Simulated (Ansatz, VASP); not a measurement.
**Lu in VASP and in Ansatz**

File INCAR:

```
SYSTEM = Lu
PREC = Accurate
ENCUT = 520
EDIFF = 1E-6
ISMEAR = -1
SIGMA = 0.1
LREAL = .FALSE.
LASPH = .TRUE.
NELM = 60
ALGO = Normal
ISIF = 2
LWAVE = .FALSE.
LCHARG = .FALSE.
GGA = PE
NBANDS = 18
```

KPOINTS

```
Automatic mesh
0
G
  13 13 13
  0 0 0
```

Contents of POSCAR:

```
Lu
1.0
   -1.8692208885      1.8692208885      1.8692208885
    1.8692208885     -1.8692208885      1.8692208885
    1.8692208885      1.8692208885     -1.8692208885
Lu
1
Direct
    0.0000000000      0.0000000000      0.0000000000
```

Input for Ansatz:

```yaml
crystal:
  lattice:
    - [-1.8692208885, 1.8692208885, 1.8692208885]
    - [1.8692208885, -1.8692208885, 1.8692208885]
    - [1.8692208885, 1.8692208885, -1.8692208885]
  atoms:
    - { symbol: Lu, position: [0.0, 0.0, 0.0] }
hamiltonian:
  xc: pbe
  pseudopotentials:
    kind: paw
    azcp:
      Lu: "pseudopotentials/Lu.paw.azcp"
basis:
  ecutwfc: 420
  fft_grid_basis: typed
kpoints:
  mp_grid: { grid: [13, 13, 13], shift: [0, 0, 0] }
magnetization:
  spin_polarized: false
scf:
  occupations: { method: fermi_dirac, width: 0.1 }
  lower_state_search: "off"
output:
  stress: true
```

Alike in both runs: task single point; functional PBE; k mesh 13 × 13 × 13; occupations fermi-dirac, width 0.1 eV; no spin polarisation.

|  | VASP | Ansatz |
| --- | --- | --- |
| version | VASP 6.6.1 | Ansatz 0.2.0 |
| potentials or method | VASP PAW PBE potentials, release 64 (Lu), cutoff 520 eV | plane waves (420 eV) with PAW, scalar-relativistic |
| valence electrons in the cell | 25 | 25 |

|  | VASP | Ansatz | Ansatz less VASP |
| --- | --- | --- | --- |
| pressure (GPa) | 6.9 | 6.7 | -0.23 |

With one functional, cell and mesh, what is left measures potentials, basis and numerics.

Spin-orbit coupling is off throughout.
